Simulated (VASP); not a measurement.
# V2O3 (R-3c) in VASP: electric field gradients with PBEsol

Aim: the electric field gradients of V2O3 with PBEsol.

Program: VASP 6.6.1. These are calculated values, not measurements. Logs are shortened: lines on timing, memory, paths and dates and some standing lists are left out, and cuts for length are marked.

**1. The cell of the first run**

It takes space group R-3c (No. 167, trigonal). The conventional cell has a = 4.942 Å, b = 4.942 Å, c = 13.990 Å, α = 90.00°, β = 90.00°, γ = 120.00°. Within 2.6 Å of V (site symmetry 3) lie 6 O at 1.98 to 2.05 Å and 1 V at 2.56 Å. O (site symmetry 2) has 4 V at 1.98 to 2.05 Å within 2.6 Å.

**2. Electric field gradients, PBEsol, collinear spin, ferromagnetic start**

Input file INCAR:

```
SYSTEM = V2O3
  PREC = Accurate
  ENCUT = 520
  EDIFF = 1E-8
  ISMEAR = -1
  SIGMA = 0.05
  LREAL = .False.
  LASPH = .True.
  NELM = 200
  ALGO = Normal
  ISIF = 2
  LWAVE = .False.
  LCHARG = .False.
  ISPIN = 2
  MAGMOM = 2 2 2 2 0 0 0 0 0 0
  LORBIT = 11
  LMAXMIX = 4
  GGA = PS
  LEFG = .True.
  NBANDS = 59
  GGA_COMPAT = .False.
  KPAR = 4
```

Input file KPOINTS:

```
regular mesh
0
Gamma
  9 9 9
  0 0 0
```

Input file POSCAR:

```
V2O3
1.0
    2.4709073542      1.4265790261      4.6634305105
   -2.4709073542      1.4265790261      4.6634305105
    0.0000000000     -2.8531580522      4.6634305105
V O
4 6
Direct
    0.3414049223      0.3414049223      0.3414049223
    0.1585950777      0.1585950777      0.1585950777
    0.6585950777      0.6585950777      0.6585950777
    0.8414049223      0.8414049223      0.8414049223
    0.9269047914      0.2500000000      0.5730952086
    0.5730952086      0.9269047914      0.2500000000
    0.2500000000      0.5730952086      0.9269047914
    0.0730952086      0.7500000000      0.4269047914
    0.4269047914      0.0730952086      0.7500000000
    0.7500000000      0.4269047914      0.0730952086
```

Potentials or basis: VASP PAW PBE potentials, release 64 (V_sv, O).

Started as:

```bash
$ cat potpaw_PBE.64/V_sv/POTCAR potpaw_PBE.64/O/POTCAR > POTCAR
$ mpirun -np 4 vasp_std > vasp.out
```

OUTCAR:

```text
SYSTEM = V2O3
   PREC = Accurate
   ENCUT = 520
   EDIFF = 1E-8
   ISMEAR = -1
   LREAL = .False.
   LASPH = .True.
   NELM = 200
   ISIF = 2
   ISPIN = 2
   LORBIT = 11
   GGA = PS

 ion  position               nearest neighbor table
   1  0.341  0.341  0.341-   8 1.98   9 1.98  10 1.98   6 2.05   7 2.05   5 2.05   2 2.56   3 2.86
                             3 2.86   3 2.86
   2  0.159  0.159  0.159-  10 1.98   9 1.98   8 1.98   6 2.05   7 2.05   5 2.05   1 2.56   4 2.86
                             4 2.86   4 2.86
   3  0.659  0.659  0.659-   5 1.98   6 1.98   7 1.98   9 2.05   8 2.05  10 2.05   4 2.56   1 2.86
                             1 2.86   1 2.86
   4  0.841  0.841  0.841-   7 1.98   6 1.98   5 1.98   9 2.05   8 2.05  10 2.05   3 2.56   2 2.86
                             2 2.86   2 2.86
   5  0.927  0.250  0.573-   3 1.98   4 1.98   1 2.05   2 2.05
   6  0.573  0.927  0.250-   3 1.98   4 1.98   1 2.05   2 2.05
   7  0.250  0.573  0.927-   4 1.98   3 1.98   1 2.05   2 2.05
   8  0.073  0.750  0.427-   1 1.98   2 1.98   3 2.05   4 2.05
   9  0.427  0.073  0.750-   1 1.98   2 1.98   3 2.05   4 2.05
  10  0.750  0.427  0.073-   2 1.98   1 1.98   3 2.05   4 2.05

  LATTYP: Found a trigonal (rhomboedric) cell.
 ALAT       =     5.4670005485
 COS(alpha) =     0.5914504987

  Lattice vectors:

 A1 = (   2.4709073542,   1.4265790261,   4.6634305105)
 A2 = (  -2.4709073542,   1.4265790261,   4.6634305105)
 A3 = (   0.0000000000,  -2.8531580522,   4.6634305105)

Analysis of symmetry for initial positions (statically):
=====================================================================
 Subroutine PRICEL returns:
 Original cell was already a primitive cell.

 Routine SETGRP: Setting up the symmetry group for a
 trigonal (rhombohedral) supercell.

 Subroutine GETGRP returns: Found 12 space group operations
 (whereof  6 operations were pure point group operations)
 out of a pool of 12 trial point group operations.

The static configuration has the point symmetry S_6 .
 The point group associated with its full space group is D_3d.

Analysis of symmetry for dynamics (positions and initial velocities):
=====================================================================
 Subroutine PRICEL returns:
 Original cell was already a primitive cell.

 Routine SETGRP: Setting up the symmetry group for a
 trigonal (rhombohedral) supercell.

 Subroutine GETGRP returns: Found 12 space group operations
 (whereof  6 operations were pure point group operations)
 out of a pool of 12 trial point group operations.

The dynamic configuration has the point symmetry S_6 .
 The point group associated with its full space group is D_3d.

Analysis of structural, dynamic, and magnetic symmetry:
=====================================================================
 Subroutine PRICEL returns:
 Original cell was already a primitive cell.

 Routine SETGRP: Setting up the symmetry group for a
 trigonal (rhombohedral) supercell.

 Subroutine GETGRP returns: Found 12 space group operations
 (whereof  6 operations were pure point group operations)
 out of a pool of 12 trial point group operations.

The overall configuration has the point symmetry S_6 .
 The point group associated with its full space group is D_3d.

 Subroutine INISYM returns: Found 12 space group operations
 (whereof  6 operations are pure point group operations),
 and found     1 'primitive' translations

----------------------------------------------------------------------------------------

                                     Primitive cell

  volume of cell :      98.6300

  direct lattice vectors                    reciprocal lattice vectors
     2.470907354  1.426579026  4.663430510     0.202354815  0.116829607  0.071478139
    -2.470907354  1.426579026  4.663430510    -0.202354815  0.116829607  0.071478139
     0.000000000 -2.853158052  4.663430510     0.000000000 -0.233659214  0.071478139

  length of vectors
     5.467000548  5.467000548  5.467000548     0.244347606  0.244347606  0.244347606
[... 158 lines left out ...]
      3     -57.4305      1.00000
      4     -57.3887      1.00000
      5     -31.6379      1.00000
      6     -31.6379      1.00000
[... 1405 lines left out ...]
     55      10.1188      0.00000
     56      10.2767      0.00000

 [... further k-points ...]

 spin component 2

 k-point     1 :       0.0000    0.0000    0.0000
  band No.  band energies     occupation
      1     -56.4315      1.00000
      2     -56.3804      1.00000
      3     -56.3688      1.00000
      4     -56.3263      1.00000
      5     -30.7396      1.00000
      6     -30.6147      1.00000
[... 1405 lines left out ...]
     55      10.8715      0.00000
     56      10.9420      0.00000

 [... further k-points ...]

 [bands above 56 left out]

------------------------ aborting loop because EDIFF is reached ----------------------------------------

  FORCE on cell =-STRESS in cart. coord.  units (eV):
  Direction    XX          YY          ZZ          XY          YZ          ZX
  --------------------------------------------------------------------------------------
  -------------------------------------------------------------------------------------
  Total       -7.6537909     -7.6537909     -3.6721964      0.0000000      0.0000000      0.0000000
  in kB     -124.3306252   -124.3306252    -59.6523326      0.0000000      0.0000000      0.0000000
  external PRESSURE =    -102.7711943 kB  Pullay stress =       0.0000000 kB

 VOLUME and BASIS-vectors are now :
 -----------------------------------------------------------------------------
  energy-cutoff  :      520.00
  volume of cell :       98.63
      direct lattice vectors                 reciprocal lattice vectors
     2.470907354  1.426579026  4.663430510     0.202354815  0.116829607  0.071478139
    -2.470907354  1.426579026  4.663430510    -0.202354815  0.116829607  0.071478139
     0.000000000 -2.853158052  4.663430510     0.000000000 -0.233659214  0.071478139

 POSITION                                       TOTAL-FORCE (eV/Angst)
 -----------------------------------------------------------------------------------
      0.00000      0.00000      4.77635         0.000000      0.000000     -0.068601
      0.00000      0.00000      2.21879         0.000000      0.000000      0.068601
      0.00000      0.00000      9.21394         0.000000      0.000000      0.068601
      0.00000      0.00000     11.77150         0.000000      0.000000     -0.068601
      1.67257      0.04382      8.16100         0.028611      0.049556      0.000000
     -0.87423      1.42658      8.16100        -0.057222      0.000000     -0.000000
     -0.79834     -1.47040      8.16100         0.028611     -0.049556      0.000000
     -1.67257     -0.04382      5.82929        -0.028611     -0.049556      0.000000
      0.87423     -1.42658      5.82929         0.057222      0.000000      0.000000
      0.79834      1.47040      5.82929        -0.028611      0.049556      0.000000
 -----------------------------------------------------------------------------------
    total drift:                               -0.000000      0.000000      0.000000

  FREE ENERGIE OF THE ION-ELECTRON SYSTEM (eV)
  ---------------------------------------------------
  free  energy   TOTEN  =       -93.1571513968 eV

  energy  without entropy=      -93.1278387059  energy(sigma->0) =      -93.14249505

 Electric field gradients (V/A^2)
---------------------------------------------------------------------
 ion       V_xx      V_yy      V_zz      V_xy      V_xz      V_yz
---------------------------------------------------------------------
   1       6.446     6.446   -12.892    -0.000     0.000     0.000
   2       6.446     6.446   -12.892    -0.000    -0.000     0.000
   3       6.446     6.446   -12.892    -0.000     0.000     0.000
   4       6.446     6.446   -12.892    -0.000    -0.000     0.000
   5     -10.812     8.864     1.948    17.040   -21.975    12.687
   6      18.701   -20.650     1.948    -0.000     0.000   -25.374
   7     -10.812     8.864     1.948   -17.040    21.975    12.687
   8     -10.812     8.864     1.948    17.040   -21.975    12.687
   9      18.701   -20.650     1.948     0.000    -0.000   -25.374
  10     -10.812     8.864     1.948   -17.040    21.975    12.687
---------------------------------------------------------------------

 Electric field gradients after diagonalization (V/A^2)
 (convention: |V_zz| > |V_xx| > |V_yy|)
----------------------------------------------------------------------
 ion       V_xx      V_yy      V_zz     asymmetry (V_yy - V_xx)/ V_zz
----------------------------------------------------------------------
   1       6.446     6.446   -12.892       0.000
   2       6.446     6.446   -12.892       0.000
   3       6.446     6.446   -12.892       0.000
   4       6.446     6.446   -12.892       0.000
   5      18.701    18.426   -37.127       0.007
   6      18.701    18.426   -37.127       0.007
   7      18.701    18.426   -37.127       0.007
   8      18.701    18.426   -37.127       0.007
   9      18.701    18.426   -37.127       0.007
  10      18.701    18.426   -37.127       0.007
----------------------------------------------------------------------

           NMR quadrupolar parameters

 Cq : quadrupolar parameter    Cq=e*Q*V_zz/h
 eta: asymmetry parameters     (V_yy - V_xx)/ V_zz
 Q  : nuclear electric quadrupole moment in mb (millibarn)
----------------------------------------------------------------------
 ion       Cq(MHz)       eta       Q (mb)
----------------------------------------------------------------------
   1      -0.031       0.000       1.000
   2      -0.031       0.000       1.000
   3      -0.031       0.000       1.000
   4      -0.031       0.000       1.000
   5      -0.090       0.007       1.000
   6      -0.090       0.007       1.000
   7      -0.090       0.007       1.000
   8      -0.090       0.007       1.000
   9      -0.090       0.007       1.000
  10      -0.090       0.007       1.000
----------------------------------------------------------------------

 total charge

# of ion       s       p       d       tot
------------------------------------------
    1        2.237   6.259   3.039  11.535
    2        2.237   6.259   3.039  11.535
    3        2.237   6.259   3.039  11.535
    4        2.237   6.259   3.039  11.535
    5        1.555   3.470   0.000   5.025
    6        1.555   3.470   0.000   5.025
    7        1.555   3.470   0.000   5.025
    8        1.555   3.470   0.000   5.025
    9        1.555   3.470   0.000   5.025
   10        1.555   3.470   0.000   5.025
--------------------------------------------------
tot         18.276  45.856  12.157  76.288

 magnetization (x)

# of ion       s       p       d       tot
------------------------------------------
    1        0.010   0.011   1.027   1.049
    2        0.010   0.011   1.027   1.049
    3        0.010   0.011   1.027   1.049
    4        0.010   0.011   1.027   1.049
    5       -0.001  -0.013   0.000  -0.014
    6       -0.001  -0.013   0.000  -0.014
    7       -0.001  -0.013   0.000  -0.014
    8       -0.001  -0.013   0.000  -0.014
    9       -0.001  -0.013   0.000  -0.014
   10       -0.001  -0.013   0.000  -0.014
--------------------------------------------------
tot          0.033  -0.031   4.110   4.112
```

It took 4.1 min on 4 MPI ranks of Intel Xeon 6975P-C (Granite Rapids), shared host; peak memory 0.78 GiB.

Results:

```yaml
Free_energy: -93.1572 eV
Pressure: -10.3 GPa
Largest_force: 0.069 eV/Å
Net_moment: 4.45 μB per cell
Site_moments: V +1.05; O -0.01 μB
Valence_electrons_inside_the_program's_atomic_spheres: V 11.54; O 5.03
```

Forces on the atoms (eV/Å):
```
V    0.000  0.000 -0.069
V    0.000  0.000  0.069
V    0.000  0.000  0.069
V    0.000  0.000 -0.069
O    0.029  0.050  0.000
O   -0.057  0.000  0.000
O    0.029 -0.050  0.000
O   -0.029 -0.050  0.000
O    0.057  0.000  0.000
O   -0.029  0.050  0.000
```

Stress tensor (GPa, compression positive):
```
-12.43   0.00   0.00
  0.00 -12.43   0.00
  0.00   0.00  -5.97
```

Levels at points of the mesh, in eV from the Fermi level:
Spin up:
```csv
k point,band 43,band 44,band 45,band 46,band 47,band 48,band 49,band 50
"(0.00, 0.00, 0.00)",-0.91,-0.56,-0.56,-0.53,-0.53,-0.07,0.68,0.68
```
Spin down:
| k point | band 40 | band 41 | band 42 | band 43 | band 44 | band 45 |
| --- | --- | --- | --- | --- | --- | --- |
| (0.00, 0.00, 0.00) | -3.33 | -0.95 | 0.36 | 0.36 | 0.50 | 0.66 |

Electric field gradients, principal values (V/Å²):
| atom | least | middle | greatest (by size) |
| --- | --- | --- | --- |
| 1 V | 6.446 | 6.446 | -12.892 |
| 2 V | 6.446 | 6.446 | -12.892 |
| 3 V | 6.446 | 6.446 | -12.892 |
| 4 V | 6.446 | 6.446 | -12.892 |
| 5 O | 18.426 | 18.701 | -37.127 |
| 6 O | 18.426 | 18.701 | -37.127 |
| 7 O | 18.426 | 18.701 | -37.127 |
| 8 O | 18.426 | 18.701 | -37.127 |
| 9 O | 18.426 | 18.701 | -37.127 |
| 10 O | 18.426 | 18.701 | -37.127 |

Caveat: without QUAD_EFG the Cq values of the log hold for a quadrupole moment of 1 mb, not for the nuclei; the PAW data sets were made with another functional, which shifts forces and pressure a little; semilocal functionals often make such compounds metallic where correlation or magnetic order opens a gap, which also shifts bond lengths.
